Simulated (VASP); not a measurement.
# K (Im-3m) in VASP: a series of runs

The runs below take K through single point, with r2SCAN.

All numbers are computed with VASP 6.6.1; they aren't measurements. Logs are shortened: lines on timing, memory, paths and dates and some standing lists are left out, and cuts for length are marked.

## (1) The cell of the first run

Symmetry: Im-3m, No. 229, cubic system. The conventional cell has a = 5.340 Å, b = 5.340 Å, c = 5.340 Å, α = 90.00°, β = 90.00°, γ = 90.00°.

## (2) Single point, r2SCAN

The input, POSCAR:

```
K
1.0
   -2.6699463634      2.6699463634      2.6699463634
    2.6699463634     -2.6699463634      2.6699463634
    2.6699463634      2.6699463634     -2.6699463634
K
1
Direct
    0.0000000000      0.0000000000      0.0000000000
```

The input, INCAR.step1:

```
PREC = Accurate
ENCUT = 520
ISMEAR = 1
SIGMA = 0.03
LREAL = False
LASPH = True
NELM = 80
NBANDS = 10
GGA = PE
ALGO = Normal
EDIFF = 1E-4
LWAVE = True
LCHARG = False
```

The input, INCAR.step2:

```
PREC = Accurate
ENCUT = 520
EDIFF = 1E-7
ISMEAR = 1
SIGMA = 0.03
LREAL = False
LASPH = True
NELM = 80
ALGO = Normal
ISIF = 2
LWAVE = False
LCHARG = True
METAGGA = R2SCAN
LMIXTAU = True
LELF = True
LVHAR = True
NBANDS = 10
ISTART = 1
```

The input, KPOINTS:

```
Automatic mesh
0
Gamma
  8 8 8
```

Potentials or basis: VASP PAW PBE potentials, release 64 (K_sv).

Run with:

```
$ cat potpaw_PBE.64/K_sv/POTCAR > POTCAR
$ cp INCAR.step1 INCAR
$ mpirun -np 1 vasp_std > vasp.out
$ cp INCAR.step2 INCAR
$ mpirun -np 1 vasp_std > vasp.out
```

OUTCAR:

```text
PREC = Accurate
   ENCUT = 520
   EDIFF = 1E-7
   ISMEAR = 1
   LREAL = False
   LASPH = True
   NELM = 80
   ISIF = 2
   METAGGA = R2SCAN
   ISTART = 1

 ion  position               nearest neighbor table
   1  0.000  0.000  0.000-

  LATTYP: Found a body centered cubic cell.
 ALAT       =     5.3398927268

  Lattice vectors:

 A1 = (  -2.6699463634,   2.6699463634,   2.6699463634)
 A2 = (   2.6699463634,  -2.6699463634,   2.6699463634)
 A3 = (   2.6699463634,   2.6699463634,  -2.6699463634)

Analysis of symmetry for initial positions (statically):
=====================================================================
 Subroutine PRICEL returns:
 Original cell was already a primitive cell.

 Routine SETGRP: Setting up the symmetry group for a
 body centered cubic supercell.

 Subroutine GETGRP returns: Found 48 space group operations
 (whereof 48 operations were pure point group operations)
 out of a pool of 48 trial point group operations.

The static configuration has the point symmetry O_h .

Analysis of symmetry for dynamics (positions and initial velocities):
=====================================================================
 Subroutine PRICEL returns:
 Original cell was already a primitive cell.

 Routine SETGRP: Setting up the symmetry group for a
 body centered cubic supercell.

 Subroutine GETGRP returns: Found 48 space group operations
 (whereof 48 operations were pure point group operations)
 out of a pool of 48 trial point group operations.

The dynamic configuration has the point symmetry O_h .

 Subroutine INISYM returns: Found 48 space group operations
 (whereof 48 operations are pure point group operations),
 and found     1 'primitive' translations

----------------------------------------------------------------------------------------

                                     Primitive cell

  volume of cell :      76.1321

  direct lattice vectors                    reciprocal lattice vectors
    -2.669946363  2.669946363  2.669946363     0.000000000  0.187269680  0.187269680
     2.669946363 -2.669946363  2.669946363     0.187269680  0.000000000  0.187269680
     2.669946363  2.669946363 -2.669946363     0.187269680  0.187269680  0.000000000

  length of vectors
     4.624482755  4.624482755  4.624482755     0.264839321  0.264839321  0.264839321

  position of ions in fractional coordinates (direct lattice)
     0.000000000  0.000000000  0.000000000

  ion indices of the primitive-cell ions
   primitive index   ion index
                 1           1

----------------------------------------------------------------------------------------

 KPOINTS: Automatic mesh

Automatic generation of k-mesh.
 Grid dimensions read from file:
 generate k-points for:    8    8    8

 Generating k-lattice:

  Cartesian coordinates                     Fractional coordinates (reciprocal lattice)
     0.000000000  0.023408710  0.023408710     0.125000000  0.000000000  0.000000000
     0.023408710  0.000000000  0.023408710     0.000000000  0.125000000  0.000000000
     0.023408710  0.023408710  0.000000000     0.000000000  0.000000000  0.125000000

  Length of vectors
     0.033104915  0.033104915  0.033104915

  Shift w.r.t. Gamma in fractional coordinates (k-lattice)
     0.000000000  0.000000000  0.000000000

 Subroutine IBZKPT returns following result:
 ===========================================

 Found     29 irreducible k-points:

 Following reciprocal coordinates:
            Coordinates               Weight
  0.000000  0.000000  0.000000      1.000000
  0.125000  0.000000  0.000000     12.000000
  0.250000  0.000000  0.000000     12.000000
  0.375000  0.000000  0.000000     12.000000
  0.500000  0.000000  0.000000      6.000000
  0.125000  0.125000  0.000000     24.000000
[... 16 lines left out ...]
 -0.250000  0.250000  0.250000      6.000000
 -0.375000  0.375000  0.250000     24.000000
 [... further k-points ...]
   k-points           NKPTS =     29   k-points in BZ     NKDIM =     29   number of bands    NBANDS=     10
   number of dos      NEDOS =    301   number of ions     NIONS =      1
   total plane-waves  NPLWV =  46656
   dimension x,y,z NGX =    36 NGY =   36 NGZ =   36
   dimension x,y,z NGXF=    72 NGYF=   72 NGZF=   72
   ions per type =               1
   NGX,Y,Z   is equivalent  to a cutoff of  12.94, 12.94, 12.94 a.u.
   NGXF,Y,Z  is equivalent  to a cutoff of  25.88, 25.88, 25.88 a.u.
 SYSTEM =  unknown system
   PREC   = accura    normal or accurate (medium, high low for compatibility)
   ISTART =      1    job   : 0-new  1-cont  2-samecut
   ICHARG =      0    charge: 1-file 2-atom 10-const
   ISPIN  =      1    spin polarized calculation?
   LNONCOLLINEAR =      F non collinear calculations
   LSORBIT =      F    spin-orbit coupling
   LASPH  =      T    aspherical Exc in radial PAW
   ENCUT  =  520.0 eV  38.22 Ry    6.18 a.u.   8.60  8.60  8.60*2*pi/ulx,y,z
   NELM   =     80;   NELMIN=  2; NELMDL=  0     # of ELM steps
   EDIFF  = 0.1E-06   stopping-criterion for ELM
   LREAL  =      F    real-space projection
   EDIFFG = 0.1E-05   stopping-criterion for IOM
   NSW    =      0    number of steps for IOM
   IBRION =     -1    ionic relax: 0-MD 1-quasi-New 2-CG
   NFREE  =      0    steps in history (QN), initial steepest desc. (CG)
   ISIF   =      2    stress and relaxation
   ISYM   =      2    0-nonsym 1-usesym 2-fastsym
   POTIM  = 0.5000    time-step for ionic-motion
   TEBEG  =    0.0;   TEEND  =   0.0 temperature during run
   PSTRESS=    0.0 pullay stress
   NELECT =       9.0000    total number of electrons
   NUPDOWN=      -1.0000    fix difference up-down
   EMIN   =  10.00;   EMAX   =-10.00  energy-range for DOS
   EFERMI =   0.00;   METHOD = LEGACY
   ISMEAR =     1;   SIGMA  =   0.03  broadening in eV -4-tet -1-fermi 0-gaus
   EFERMI_NEDOS =   21; number of points for ismear=-14 and -15
   IALGO  =     38    algorithm
   IMIX   =      4    mixing-type and parameters
     AMIX     =   0.40;   BMIX     =  1.00
     AMIX_MAG =   1.60;   BMIX_MAG =  1.00
  volume/ion in A,a.u.               =      76.13       513.76
  Fermi-wavevector in a.u.,A,eV,Ry     =   0.803464  1.518327  8.783303  0.645555
  Thomas-Fermi vector in A             =   1.911336
   LORBIT       =      0    0 simple, 1 ext, 2 COOP (PROOUT), +10 PAW based schemes
   METAGGA = R2SCAN    functional components
   LHFCALC =     F    Hartree Fock is set to
   AEXX    =    0.0000 exact exchange contribution
   IVDW    =     0    specifies the selected vdW correction
   LEPSILON=     F    determine dielectric tensor
   LRPA    =     F    only Hartree local field effects (RPA)
 non-spin polarized calculation
 Methfessel and Paxton  Order N= 1 SIGMA  =   0.03
  energy-cutoff  :      520.00
  volume of cell :       76.13
 maximum number of plane-waves:      2093
 NGX is ok and might be reduce to    36
   NGX = 17   NGY = 17   NGZ = 17

 number of electron       9.0000001 magnetization

 Free energy of the ion-electron system (eV)
  ---------------------------------------------------
  ext. energy  EPLUGINS =         0.00000000
  ---------------------------------------------------
  free energy    TOTEN  =        -6.00457843 eV

  energy without entropy =       -6.00434347  energy(sigma->0) =       -6.00450011

 E-fermi :  -0.0397     XC(G=0):  -5.8205

 val. band max:       -0.1806201188   @ k =   0.2500   0.2500   0.0000
 cond. band min:      -0.0298883340   @ k =  -0.3750   0.3750   0.2500
 fundamental gap:      0.1507317848
 Fermi energy:        -0.0397305723

 k-point     1 :       0.0000    0.0000    0.0000
  band No.  band energies     occupation
      1     -33.8172      2.00000
      2     -16.4907      2.00000
      3     -16.4907      2.00000
      4     -16.4907      2.00000
      5      -2.3936      2.00000
      6       4.5791      0.00000
      7       4.5791      0.00000
      8       4.5791      0.00000
      9       5.5210      0.00000
     10       5.5210      0.00000

 k-point     2 :       0.1250    0.0000    0.0000
  band No.  band energies     occupation
      1     -33.8167      2.00000
      2     -16.4997      2.00000
      3     -16.4936      2.00000
      4     -16.4906      2.00000
      5      -2.1929      2.00000
      6       4.1875      0.00000
      7       4.3147      0.00000
      8       4.7352      0.00000
      9       5.2684      0.00000
     10       5.4612      0.00000

 k-point     3 :       0.2500    0.0000    0.0000
  band No.  band energies     occupation
      1     -33.8154      2.00000
      2     -16.5216      2.00000
      3     -16.5008      2.00000
      4     -16.4906      2.00000
      5      -1.6090      2.00000
      6       3.0358      0.00000
      7       3.8331      0.00000
      8       5.1944      0.00000
      9       5.3359      0.00000
     10       5.4345      0.00000

 k-point     4 :       0.3750    0.0000    0.0000
  band No.  band energies     occupation
      1     -33.8141      2.00000
      2     -16.5431      2.00000
      3     -16.5081      2.00000
      4     -16.4906      2.00000
      5      -0.6961      2.00000
      6       1.7371      0.00000
      7       3.4677      0.00000
      8       5.3373      0.00000
      9       5.6260      0.00000
     10       5.9299      0.00000

 k-point     5 :       0.5000    0.0000    0.0000
  band No.  band energies     occupation
      1     -33.8136      2.00000
      2     -16.5520      2.00000
      3     -16.5110      2.00000
      4     -16.4906      2.00000
      5       0.4318     -0.00000
      6       0.4838     -0.00000
      7       3.3370      0.00000
      8       5.2211      0.00000
      9       6.0763      0.00000
     10       6.1380      0.00000

 k-point     6 :       0.1250    0.1250    0.0000
  band No.  band energies     occupation
      1     -33.8158      2.00000
      2     -16.5147      2.00000
      3     -16.4970      2.00000
      4     -16.4928      2.00000
      5      -1.8004      2.00000
      6       3.5282      0.00000
      7       3.7964      0.00000
      8       5.0017      0.00000
      9       5.0983      0.00000
     10       5.6881      0.00000
[... 183 lines left out ...]
 k-point    21 :      -0.3750   -0.3750    0.1250
  band No.  band energies     occupation
      1     -33.8125      2.00000
      2     -16.5351      2.00000
      3     -16.5351      2.00000
      4     -16.5027      2.00000
      5       1.1376      0.00000
      6       1.1376      0.00000
      7       1.9468      0.00000
      8       5.0556      0.00000
      9       5.0556      0.00000
     10       5.6895      0.00000

 k-point    22 :       0.2500    0.2500    0.2500
  band No.  band energies     occupation
      1     -33.8134      2.00000
      2     -16.5204      2.00000
      3     -16.5204      2.00000
      4     -16.5204      2.00000
      5       1.3893      0.00000
      6       1.3893      0.00000
      7       1.3893      0.00000
      8       3.4217      0.00000
      9       6.1649      0.00000
     10       6.1649      0.00000

 k-point    23 :      -0.2500    0.2500    0.2500
  band No.  band energies     occupation
      1     -33.8138      2.00000
      2     -16.5225      2.00000
      3     -16.5118      2.00000
      4     -16.5118      2.00000
      5      -0.8740      2.00000
      6       2.9508      0.00000
      7       3.6745      0.00000
      8       3.6745      0.00000
      9       5.4162      0.00000
     10       5.4656      0.00000

 k-point    24 :      -0.3750    0.3750    0.2500
  band No.  band energies     occupation
      1     -33.8126      2.00000
      2     -16.5363      2.00000
      3     -16.5196      2.00000
      4     -16.5134      2.00000
      5      -0.0299      0.47646
      6       2.0794      0.00000
      7       3.5142      0.00000
      8       3.5722      0.00000
      9       4.8909      0.00000
     10       6.0074      0.00000

 [... further k-points ...]

------------------------ aborting loop because EDIFF is reached ----------------------------------------

  FORCE on cell =-STRESS in cart. coord.  units (eV):
  Direction    XX          YY          ZZ          XY          YZ          ZX
  --------------------------------------------------------------------------------------
  -------------------------------------------------------------------------------------
  Total        0.0017023      0.0017023      0.0017023      0.0000000      0.0000000     -0.0000000
  in kB        0.0358250      0.0358250      0.0358250      0.0000000      0.0000000     -0.0000000
  external PRESSURE =       0.0358250 kB  Pullay stress =       0.0000000 kB

 VOLUME and BASIS-vectors are now :
 -----------------------------------------------------------------------------
  energy-cutoff  :      520.00
  volume of cell :       76.13
      direct lattice vectors                 reciprocal lattice vectors
    -2.669946363  2.669946363  2.669946363     0.000000000  0.187269680  0.187269680
     2.669946363 -2.669946363  2.669946363     0.187269680  0.000000000  0.187269680
     2.669946363  2.669946363 -2.669946363     0.187269680  0.187269680  0.000000000

 POSITION                                       TOTAL-FORCE (eV/Angst)
 -----------------------------------------------------------------------------------
      0.00000      0.00000      0.00000        -0.000000      0.000000     -0.000000
 -----------------------------------------------------------------------------------
    total drift:                               -0.000000      0.000000      0.000000

  FREE ENERGIE OF THE ION-ELECTRON SYSTEM (eV)
  ---------------------------------------------------
  free  energy   TOTEN  =        -6.0045784292 eV

  energy  without entropy=       -6.0043434741  energy(sigma->0) =       -6.00450011
```

It took 2.9 min on 1 thread of Intel Xeon 8259CL, shared host; peak memory 0.21 GiB.

Results:

* Free energy: -6.0046 eV
* Pressure: 0.0 GPa
* Band gap on the k mesh: zero (an odd number of electrons rules out a gap without spin polarisation)

Levels at points of the mesh, in eV from the Fermi level:
| k point | band 1 | band 2 | band 3 | band 4 | band 5 | band 6 | band 7 | band 8 |
| --- | --- | --- | --- | --- | --- | --- | --- | --- |
| (0.00, 0.00, 0.00) | -33.78 | -16.45 | -16.45 | -16.45 | -2.35 | 4.62 | 4.62 | 4.62 |
| (0.50, 0.00, 0.00) | -33.77 | -16.51 | -16.47 | -16.45 | 0.47 | 0.52 | 3.38 | 5.26 |
| (0.50, 0.50, 0.50) | -33.77 | -16.49 | -16.49 | -16.49 | 1.70 | 1.70 | 3.58 | 3.58 |

Caveat: the PAW data sets were made with another functional, which shifts forces and pressure a little.

## (3) Single point, r2SCAN

POSCAR is that of step 2.

INCAR.step1: that of step 2 with these lines changed.

```diff
@@ -3,3 +3,3 @@
 ISMEAR = 1
-SIGMA = 0.03
+SIGMA = 0.1
 LREAL = False
```

The input, INCAR.step2:

```
PREC = Accurate
ENCUT = 520
EDIFF = 1E-6
ISMEAR = 1
SIGMA = 0.1
LREAL = False
LASPH = True
NELM = 80
ALGO = Normal
ISIF = 2
LWAVE = False
LCHARG = False
METAGGA = R2SCAN
LMIXTAU = True
NBANDS = 10
ISTART = 1
```

KPOINTS is that of step 2.

Potentials or basis: VASP PAW PBE potentials, release 64 (K_sv).

Run with:

```
$ cat potpaw_PBE.64/K_sv/POTCAR > POTCAR
$ cp INCAR.step1 INCAR
$ mpirun -np 1 vasp_std > vasp.out
$ cp INCAR.step2 INCAR
$ mpirun -np 1 vasp_std > vasp.out
```

It took 1.9 min on 1 thread of Intel Xeon 8259CL, shared host; peak memory 0.21 GiB.

Results (log left out):

```yaml
Free_energy: -6.0050 eV
Pressure: 0.0 GPa
Band_gap_on_the_k_mesh: zero (an odd number of electrons rules out a gap without spin polarisation)
```

Levels at points of the mesh, in eV from the Fermi level:
| k point | band 2 | band 3 | band 4 | band 5 | band 6 | band 7 |
| --- | --- | --- | --- | --- | --- | --- |
| (0.00, 0.00, 0.00) | -16.41 | -16.41 | -16.41 | -2.31 | 4.66 | 4.66 |
| (0.50, 0.00, 0.00) | -16.47 | -16.43 | -16.41 | 0.51 | 0.56 | 3.42 |
| (0.50, 0.50, 0.50) | -16.45 | -16.45 | -16.45 | 1.74 | 1.74 | 3.62 |

Caveat: the PAW data sets were made with another functional, which shifts forces and pressure a little.

(Part 1 of 2 ends here.)
